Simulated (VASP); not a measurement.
Li2BeS3, 6 atoms in the cell. It takes space group P-3m1 (No. 164, trigonal). The conventional cell has a = 3.181 Å, b = 3.181 Å, c = 9.796 Å, α = 90.00°, β = 90.00°, γ = 120.00°. Li (site symmetry 3m) has 6 S at 2.53 to 2.58 Å and 6 Li at 3.18 Å within 3.3 Å. Be (site symmetry -3m) has 6 S at 2.28 Å within 3.0 Å. Within 3.3 Å of S (site symmetry -3m) lie 6 Li at 2.53 Å and 6 S at 3.18 Å. Within 3.0 Å of S (site symmetry 3m) lie 3 Be at 2.28 Å and 3 Li at 2.58 Å. 

```yaml
Program: VASP 6.6.1
Task: single point
Functional: PBE
Potentials_or_basis: VASP PAW PBE potentials, release 64 (Li_sv, Be, S)
Cutoff: 520 eV
k_mesh: 15 × 15 × 4
Occupations: gaussian, width 0.1 eV
Spin: no spin polarisation
Dipole_correction: no
Further_INCAR_settings: ALGO = Normal; EDIFF = 1e-06; NBANDS = 22
```

Potentials or basis: VASP PAW PBE potentials, release 64 (Li_sv, Be, S).

Launch:

```bash
$ cat potpaw_PBE.64/Li_sv/POTCAR potpaw_PBE.64/Be/POTCAR potpaw_PBE.64/S/POTCAR > POTCAR
$ mpirun -np 1 vasp_std > vasp.out
```

Hardware: 1 thread of AMD EPYC 7R43 64-Core Processor (Zen 3) (shared host).

Question: How long does it take, and how much memory?

Answer: Wall time 4.4 min on 1 thread of AMD EPYC 7R43 64-Core Processor (Zen 3) (shared host), peak memory 0.25 GiB. Counts: scf iterations 15, k points 100.
